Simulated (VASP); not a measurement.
# Ag (Cmcm) in VASP: notebook

The runs below take Ag through single point, with PBEsol.

Program: VASP 6.6.1. These are calculated values, not measurements. Logs are shortened: lines on timing, memory, paths and dates and some standing lists are left out, and cuts for length are marked.

## (1) The cell of the first run

It takes space group Cmcm (No. 63, orthorhombic). Conventional cell: a = 2.930 Å, b = 5.075 Å, c = 4.790 Å, α = 90.00°, β = 90.00°, γ = 90.00°. Ag (site symmetry m2m) has 14 Ag at 2.84 to 3.79 Å within 3.8 Å.

## (2) Single point, PBEsol (atom 1 (Ag) moved by (-0.450, +0.000) A along y and z)

Input file INCAR:

```
SYSTEM = Ag
PREC = Accurate
ENCUT = 520
EDIFF = 1E-6
ISMEAR = 0
SIGMA = 0.15
LREAL = .FALSE.
LASPH = .TRUE.
NELM = 100
ALGO = Fast
ISIF = 2
LWAVE = .FALSE.
LCHARG = .FALSE.
GGA = PS
NBANDS = 18
```

Input file KPOINTS:

```
Automatic mesh
0
G
  18 18 10
  0 0 0
```

Input file POSCAR:

```
Ag
1.0
    2.9299980804      0.0000000000      0.0000000000
   -1.4649990402      2.5374527707      0.0000000000
    0.0000000000      0.0000000000      4.7900000000
Ag
2
Direct
    0.2446617322      0.4893234644      0.2500000000
    0.6666666667      0.3333333333      0.7500000000
```

Potentials or basis: VASP PAW PBE potentials, release 64 (Ag).

Started as:

```console
cat potpaw_PBE.64/Ag/POTCAR > POTCAR
mpirun -np 1 vasp_std > vasp.out
```

OUTCAR:

```text
SYSTEM = Ag
   PREC = Accurate
   ENCUT = 520
   EDIFF = 1E-6
   ISMEAR = 0
   LREAL = .FALSE.
   LASPH = .TRUE.
   NELM = 100
   ISIF = 2
   GGA = PS

 ion  position               nearest neighbor table
   1  0.245  0.489  0.250-   2 2.84   2 2.84   2 2.84   2 2.84   2 3.21   2 3.21
   2  0.667  0.333  0.750-   1 2.84   1 2.84   1 2.84   1 2.84   1 3.21   1 3.21

  LATTYP: Found a hexagonal cell.
 ALAT       =     2.9299980804
 C/A-ratio  =     1.6348133577

  Lattice vectors:

 A1 = (   2.9299980804,   0.0000000000,   0.0000000000)
 A2 = (  -1.4649990402,   2.5374527707,   0.0000000000)
 A3 = (   0.0000000000,   0.0000000000,   4.7900000000)

Analysis of symmetry for initial positions (statically):
=====================================================================
 Subroutine PRICEL returns:
 Original cell was already a primitive cell.

 Routine SETGRP: Setting up the symmetry group for a
 hexagonal supercell.

 Subroutine GETGRP returns: Found  8 space group operations
 (whereof  2 operations were pure point group operations)
 out of a pool of 24 trial point group operations.

The static configuration has the point symmetry C_1h.
 The point group associated with its full space group is D_2h.

Analysis of symmetry for dynamics (positions and initial velocities):
=====================================================================
 Subroutine PRICEL returns:
 Original cell was already a primitive cell.

 Routine SETGRP: Setting up the symmetry group for a
 hexagonal supercell.

 Subroutine GETGRP returns: Found  8 space group operations
 (whereof  2 operations were pure point group operations)
 out of a pool of 24 trial point group operations.

The dynamic configuration has the point symmetry C_1h.
 The point group associated with its full space group is D_2h.

 Subroutine INISYM returns: Found  8 space group operations
 (whereof  2 operations are pure point group operations),
 and found     1 'primitive' translations

----------------------------------------------------------------------------------------

                                     Primitive cell

  volume of cell :      35.6124

  direct lattice vectors                    reciprocal lattice vectors
     2.929998080  0.000000000  0.000000000     0.341297152  0.197048003  0.000000000
    -1.464999040  2.537452771  0.000000000     0.000000000  0.394096005  0.000000000
     0.000000000  0.000000000  4.790000000     0.000000000  0.000000000  0.208768267

  length of vectors
[... 82 lines left out ...]
   EDIFF  = 0.1E-05   stopping-criterion for ELM
   LREAL  =      F    real-space projection
   EDIFFG = 0.1E-04   stopping-criterion for IOM
   NSW    =      0    number of steps for IOM
   IBRION =     -1    ionic relax: 0-MD 1-quasi-New 2-CG
   NFREE  =      0    steps in history (QN), initial steepest desc. (CG)
   ISIF   =      2    stress and relaxation
   ISYM   =      2    0-nonsym 1-usesym 2-fastsym
   POTIM  = 0.5000    time-step for ionic-motion
   TEBEG  =    0.0;   TEEND  =   0.0 temperature during run
   PSTRESS=    0.0 pullay stress
   NELECT =      22.0000    total number of electrons
   NUPDOWN=      -1.0000    fix difference up-down
   EMIN   =  10.00;   EMAX   =-10.00  energy-range for DOS
   EFERMI =   0.00;   METHOD = LEGACY
   ISMEAR =     0;   SIGMA  =   0.15  broadening in eV -4-tet -1-fermi 0-gaus
   EFERMI_NEDOS =   21; number of points for ismear=-14 and -15
   IALGO  =     68    algorithm
   IMIX   =      4    mixing-type and parameters
     AMIX     =   0.40;   BMIX     =  1.00
     AMIX_MAG =   1.60;   BMIX_MAG =  1.00
  volume/ion in A,a.u.               =      17.81       120.16
  Fermi-wavevector in a.u.,A,eV,Ry     =   1.394276  2.634800 26.449806  1.944006
  Thomas-Fermi vector in A             =   2.517841
   LORBIT       =      0    0 simple, 1 ext, 2 COOP (PROOUT), +10 PAW based schemes
   GGA     = PS    functional components
   LHFCALC =     F    Hartree Fock is set to
   AEXX    =    0.0000 exact exchange contribution
   IVDW    =     0    specifies the selected vdW correction
   LEPSILON=     F    determine dielectric tensor
   LRPA    =     F    only Hartree local field effects (RPA)
 non-spin polarized calculation
 RMM-DIIS sequential band-by-band and
 Gauss-broadening in eV      SIGMA  =   0.15
  energy-cutoff  :      520.00
  volume of cell :       35.61
 maximum number of plane-waves:       990
 NGX is ok and might be reduce to    24
   NGX = 11   NGY = 11   NGZ = 17

 number of electron      21.9999999 magnetization

 Free energy of the ion-electron system (eV)
  ---------------------------------------------------
  ext. energy  EPLUGINS =         0.00000000
  ---------------------------------------------------
  free energy    TOTEN  =        -6.51526892 eV

  energy without entropy =       -6.50873704  energy(sigma->0) =       -6.51200298

 E-fermi :   7.6264     XC(G=0): -12.1494

 val. band max:        7.6148917035   @ k =   0.2778   0.0000   0.3000
 cond. band min:       7.6442537809   @ k =  -0.0556   0.3889   0.4000
 fundamental gap:      0.0293620774
 Fermi energy:         7.6264407442

 k-point     1 :       0.0000    0.0000    0.0000
  band No.  band energies     occupation
      1       0.1295      2.00000
      2       1.5067      2.00000
      3       2.6438      2.00000
      4       3.0192      2.00000
      5       3.2320      2.00000
      6       3.3004      2.00000
[... 481 lines left out ...]
      5       3.0801      2.00000
      6       3.3456      2.00000
[... 10 lines left out ...]
     17      25.2928      0.00000
     18      25.6060      0.00000

 [... further k-points ...]

------------------------ aborting loop because EDIFF is reached ----------------------------------------

  FORCE on cell =-STRESS in cart. coord.  units (eV):
  Direction    XX          YY          ZZ          XY          YZ          ZX
  --------------------------------------------------------------------------------------
  -------------------------------------------------------------------------------------
  Total       -1.0653385     -1.8711351     -0.8687842      0.0000000      0.0000000      0.0000000
  in kB      -47.9288896    -84.1811614    -39.0860406      0.0000000      0.0000000      0.0000000
  external PRESSURE =     -57.0653639 kB  Pullay stress =       0.0000000 kB

 VOLUME and BASIS-vectors are now :
 -----------------------------------------------------------------------------
  energy-cutoff  :      520.00
  volume of cell :       35.61
      direct lattice vectors                 reciprocal lattice vectors
     2.929998080  0.000000000  0.000000000     0.341297152  0.197048003  0.000000000
    -1.464999040  2.537452771  0.000000000     0.000000000  0.394096005  0.000000000
     0.000000000  0.000000000  4.790000000     0.000000000  0.000000000  0.208768267

 POSITION                                       TOTAL-FORCE (eV/Angst)
 -----------------------------------------------------------------------------------
      0.00000      1.24164      1.19750         0.000000      0.133631     -0.000000
      1.46500      0.84582      3.59250         0.000000     -0.133631      0.000000
 -----------------------------------------------------------------------------------
    total drift:                               -0.000000     -0.000005     -0.000000

  FREE ENERGIE OF THE ION-ELECTRON SYSTEM (eV)
  ---------------------------------------------------
  free  energy   TOTEN  =        -6.5152689221 eV

  energy  without entropy=       -6.5087370408  energy(sigma->0) =       -6.51200298
```

OSZICAR:

```text
N       E                     dE             d eps       ncg     rms          rms(c)
DAV:   1     0.123948736558E+03    0.12395E+03   -0.11680E+04 19664   0.121E+03
DAV:   2    -0.511390077598E+01   -0.12906E+03   -0.12262E+03 20304   0.267E+02
DAV:   3    -0.717246126603E+01   -0.20586E+01   -0.20520E+01 22728   0.380E+01
DAV:   4    -0.717860034165E+01   -0.61391E-02   -0.61386E-02 21474   0.204E+00
DAV:   5    -0.717865086451E+01   -0.50523E-04   -0.50523E-04 21592   0.199E-01    0.713E+00
RMM:   6    -0.653703579333E+01    0.64162E+00   -0.15676E+00 19673   0.101E+01    0.429E+00
RMM:   7    -0.652226552180E+01    0.14770E-01   -0.24381E-02 20412   0.152E+00    0.255E+00
RMM:   8    -0.651530174818E+01    0.69638E-02   -0.19042E-03 20853   0.414E-01    0.245E-01
RMM:   9    -0.651526864664E+01    0.33102E-04   -0.37648E-04 21502   0.155E-01    0.670E-02
RMM:  10    -0.651526819048E+01    0.45616E-06   -0.49632E-05 21468   0.522E-02    0.333E-02
RMM:  11    -0.651526865602E+01   -0.46554E-06   -0.11683E-05 19371   0.209E-02    0.144E-02
RMM:  12    -0.651526892210E+01   -0.26608E-06   -0.37302E-06 16970   0.143E-02
   1 F= -.65152689E+01 E0= -.65120030E+01  d E =-.653188E-02
```

stdout:

```text
POSCAR found type information on POSCAR Ag
 POSCAR found :  1 types and       2 ions
 scaLAPACK will be used
 -----------------------------------------------------------------------------
|                                                                             |
|                                                                             |
|     You enforced a specific xc type in the INCAR file but a different       |
|     I HOPE YOU KNOW WHAT YOU ARE DOING!                                     |
|                                                                             |
 -----------------------------------------------------------------------------

 LDA part: xc-table for (Slater+PW92), standard interpolation
 POSCAR, INCAR and KPOINTS ok, starting setup
 FFT: planning ... GRIDC
 FFT: planning ... GRID_SOFT
 FFT: planning ... GRID
 WAVECAR not read
 entering main loop
```

Run time: 3 min. Hardware: 1 thread of AMD EPYC 9R14 (Zen 4), shared host; peak memory 0.36 GiB.

What came out:

```yaml
Free_energy: -6.5153 eV
Pressure: -5.7 GPa
Largest_force: 0.134 eV/Å
Band_gap_on_the_k_mesh: zero (bands 11 and 12 overlap by 7.25 eV)
```

Forces in eV/Å, atoms in the order of the input:
```
Ag   0.000  0.134  0.000
Ag   0.000 -0.134  0.000
```

Stress tensor (GPa, compression positive):
```
-4.79  0.00  0.00
 0.00 -8.42  0.00
 0.00  0.00 -3.91
```

Levels at points of the mesh, in eV from the Fermi level:
```csv
k point,band 9,band 10,band 11,band 12,band 13,band 14
"(0.00, 0.00, 0.00)",-3.54,-3.39,-2.63,-0.32,3.39,15.22
"(0.50, 0.00, 0.00)",-2.90,-2.76,0.49,1.09,7.25,7.82
"(0.00, 0.50, 0.00)",-2.77,-2.70,-0.57,2.06,5.55,5.68
"(0.00, 0.00, 0.50)",-3.50,-3.50,-3.32,-3.32,10.78,10.78
"(0.50, 0.00, 0.50)",-2.70,-2.70,0.53,0.53,4.60,4.60
"(0.00, 0.50, 0.50)",-2.81,-2.81,1.58,1.58,3.50,3.50
```

Caveat: the cell differs from its parent crystal (atom 1 (Ag) moved by (-0.450, +0.000) A along y and z); the cell stands under tension; the PAW data sets were made with another functional, which shifts forces and pressure a little.

## (3) Single point, PBEsol (atom 1 (Ag) moved by (+0.450, +0.000) A along y and z)

Input file INCAR:

```
SYSTEM = Ag
  PREC = Accurate
  ENCUT = 520
  EDIFF = 1E-6
  ISMEAR = 0
  SIGMA = 0.15
  LREAL = .False.
  LASPH = .True.
  NELM = 60
  ALGO = Fast
  ISIF = 2
  LWAVE = .False.
  LCHARG = .False.
  GGA = PS
  NBANDS = 18
```

Input file KPOINTS:

```
Automatic mesh
0
Gamma
  18 18 10
  0 0 0
```

POSCAR, as its differences from that of step 2:

```diff
@@ -8,3 +8,3 @@
 Direct
-    0.2446617322      0.4893234644      0.2500000000
+    0.4220049345      0.8440098690      0.2500000000
     0.6666666667      0.3333333333      0.7500000000
```

Potentials or basis: VASP PAW PBE potentials, release 64 (Ag).

Started as:

```console
cat potpaw_PBE.64/Ag/POTCAR > POTCAR
mpirun -np 1 vasp_std > vasp.out
```

It took 3 min on 1 thread of AMD EPYC 9R14 (Zen 4), shared host; peak memory 0.36 GiB.

Results (log left out):

* Free energy: -6.4534 eV
* Pressure: -4.7 GPa
* Largest force: 0.528 eV/Å
* Band gap on the k mesh: zero (bands 11 and 12 overlap by 7.18 eV)

Forces in eV/Å, atoms in the order of the input:
```
Ag   0.000 -0.528  0.000
Ag   0.000  0.528  0.000
```

Stress tensor (GPa, compression positive):
```
-8.23  0.00  0.00
 0.00 -5.06  0.00
 0.00  0.00 -0.89
```

Levels at points of the mesh, in eV from the Fermi level:
| k point | band 8 | band 9 | band 10 | band 11 | band 12 | band 13 | band 14 | band 15 |
| --- | --- | --- | --- | --- | --- | --- | --- | --- |
| (0.00, 0.00, 0.00) | -4.11 | -3.54 | -3.42 | -2.84 | -0.30 | 3.43 | 15.36 | 16.72 |
| (0.50, 0.00, 0.00) | -3.11 | -2.81 | -2.79 | -0.23 | 1.80 | 6.11 | 6.21 | 9.66 |
| (0.00, 0.50, 0.00) | -2.95 | -2.90 | -2.70 | 0.72 | 0.90 | 7.62 | 8.00 | 8.51 |
| (0.00, 0.00, 0.50) | -4.37 | -3.29 | -3.29 | -3.24 | -3.24 | 10.79 | 10.79 | 15.99 |
| (0.50, 0.00, 0.50) | -3.06 | -2.80 | -2.80 | 1.16 | 1.16 | 3.96 | 3.96 | 12.47 |
| (0.00, 0.50, 0.50) | -2.83 | -2.66 | -2.66 | 0.46 | 0.46 | 4.67 | 4.67 | 13.25 |

Caveat: the cell differs from its parent crystal (atom 1 (Ag) moved by (+0.450, +0.000) A along y and z); the stress differs along the axes, from -8 to -1 GPa; the PAW data sets were made with another functional, which shifts forces and pressure a little.

## (4) Single point, PBEsol (atom 1 (Ag) moved by (-0.225, +0.000) A along y and z)

INCAR, as its differences from that of step 3:

```diff
@@ -12,4 +12,6 @@
   LWAVE = .False.
-  LCHARG = .False.
+  LCHARG = .True.
   GGA = PS
+  LELF = .True.
+  LVHAR = .True.
   NBANDS = 18
```

Input file KPOINTS:

```
regular mesh
0
Gamma
  18 18 10
  0 0 0
```

POSCAR, as its differences from that of step 3:

```diff
@@ -8,3 +8,3 @@
 Direct
-    0.4220049345      0.8440098690      0.2500000000
+    0.2889975328      0.5779950655      0.2500000000
     0.6666666667      0.3333333333      0.7500000000
```

Started as:

```console
cat potpaw_PBE.64/Ag/POTCAR > POTCAR
mpirun -np 1 vasp_std > vasp.out
```

Run time: 3 min. Hardware: 1 thread of AMD EPYC 9R14 (Zen 4), shared host; peak memory 0.36 GiB.

The run converged. Its results:

| Property | Result |
| --- | --- |
| Free energy | -6.5450 eV |
| Pressure | -6.2 GPa |
| Largest force | 0.116 eV/Å |
| Band gap on the k mesh | zero (bands 11 and 12 overlap by 7.22 eV) |

Forces in eV/Å, atoms in the order of the input:
```
Ag   0.000  0.116  0.000
Ag   0.000 -0.116  0.000
```

Stress tensor (GPa, compression positive):
```
-5.63  0.00  0.00
 0.00 -7.53  0.00
 0.00  0.00 -5.55
```

Levels at points of the mesh, in eV from the Fermi level:
| k point | band 9 | band 10 | band 11 | band 12 | band 13 | band 14 |
| --- | --- | --- | --- | --- | --- | --- |
| (0.00, 0.00, 0.00) | -3.67 | -3.27 | -2.79 | -0.32 | 3.37 | 15.41 |
| (0.50, 0.00, 0.00) | -2.90 | -2.73 | 0.31 | 1.28 | 6.97 | 7.38 |
| (0.00, 0.50, 0.00) | -2.82 | -2.76 | -0.24 | 1.80 | 6.12 | 6.17 |
| (0.00, 0.00, 0.50) | -3.39 | -3.39 | -3.26 | -3.26 | 10.79 | 10.79 |
| (0.50, 0.00, 0.50) | -2.79 | -2.79 | 0.65 | 0.65 | 4.50 | 4.50 |
| (0.00, 0.50, 0.50) | -2.80 | -2.80 | 1.16 | 1.16 | 3.97 | 3.97 |

Caveat: the cell differs from its parent crystal (atom 1 (Ag) moved by (-0.225, +0.000) A along y and z); the cell stands under tension; the PAW data sets were made with another functional, which shifts forces and pressure a little.

## (5) Single point, PBEsol (atom 1 (Ag) moved by (+0.225, +0.000) A along y and z)

Input file INCAR:

```
SYSTEM = Ag
ALGO = Fast
EDIFF = 1E-6
ENCUT = 520
GGA = PS
ISIF = 2
ISMEAR = 0
LASPH = .TRUE.
LCHARG = .TRUE.
LELF = .TRUE.
LREAL = .FALSE.
LVHAR = .TRUE.
LWAVE = .FALSE.
NBANDS = 18
NELM = 60
PREC = Accurate
SIGMA = 0.15
```

Input file KPOINTS:

```
k-points
0
G
  18 18 10
  0 0 0
```

POSCAR, as its differences from that of step 4:

```diff
@@ -8,3 +8,3 @@
 Direct
-    0.2889975328      0.5779950655      0.2500000000
+    0.3776691339      0.7553382678      0.2500000000
     0.6666666667      0.3333333333      0.7500000000
```

Started as:

```console
cat potpaw_PBE.64/Ag/POTCAR > POTCAR
mpirun -np 1 vasp_std > vasp.out
```

Run time: 3.1 min. Hardware: 1 thread of AMD EPYC 9R14 (Zen 4), shared host; peak memory 0.36 GiB.

The run converged. Its results:

```
Free energy            : -6.5369 eV
Pressure               : -6.1 GPa
Largest force          : 0.222 eV/Å
Band gap on the k mesh : zero (bands 11 and 12 overlap by 7.22 eV)
```

Forces on the atoms (eV/Å):
```
Ag   0.000 -0.222  0.000
Ag   0.000  0.222  0.000
```

Stress tensor (GPa, compression positive):
```
-7.43  0.00  0.00
 0.00 -5.73  0.00
 0.00  0.00 -5.20
```

Levels at points of the mesh, in eV from the Fermi level:
| k point | band 8 | band 9 | band 10 | band 11 | band 12 | band 13 | band 14 | band 15 |
| --- | --- | --- | --- | --- | --- | --- | --- | --- |
| (0.00, 0.00, 0.00) | -4.15 | -3.68 | -3.25 | -2.83 | -0.31 | 3.38 | 15.42 | 17.32 |
| (0.50, 0.00, 0.00) | -2.88 | -2.84 | -2.78 | -0.06 | 1.64 | 6.38 | 6.56 | 9.34 |
| (0.00, 0.50, 0.00) | -2.92 | -2.87 | -2.70 | 0.51 | 1.09 | 7.31 | 7.82 | 8.30 |
| (0.00, 0.00, 0.50) | -4.35 | -3.35 | -3.35 | -3.24 | -3.24 | 10.79 | 10.79 | 15.92 |
| (0.50, 0.00, 0.50) | -3.12 | -2.79 | -2.79 | 0.97 | 0.97 | 4.17 | 4.17 | 12.97 |
| (0.00, 0.50, 0.50) | -2.81 | -2.81 | -2.81 | 0.55 | 0.55 | 4.61 | 4.61 | 13.25 |

Caveat: the cell differs from its parent crystal (atom 1 (Ag) moved by (+0.225, +0.000) A along y and z); the cell stands under tension; the PAW data sets were made with another functional, which shifts forces and pressure a little.

## (6) The runs side by side

| cell | gap on the mesh (eV) | pressure (GPa) | largest force (eV/Å) |
| --- | --- | --- | --- |
| as given, atomic positions A | none | -5.7 | 0.13 |
| as given, atomic positions B | none | -4.7 | 0.53 |
| as given, atomic positions C | none | -6.2 | 0.12 |
| as given, atomic positions D | none | -6.1 | 0.22 |

Alike in all rows: task single point; level PBEsol; potentials or basis VASP PAW PBE potentials, release 64 (Ag); no spin polarisation; k mesh 18 × 18 × 10; cutoff (eV) 520; smearing gaussian 0.15 eV.

Caveats: the PAW data sets were made with another functional, which shifts forces and pressure a little; the cell stands under tension (at least some runs); the stress differs along the axes, from -8 to -1 GPa (at least some runs).

Total energies depend on the potentials used, so only differences within one code and one set of settings carry meaning.

The gap in the log of VASP goes by the Fermi energy; the results here count the filled bands.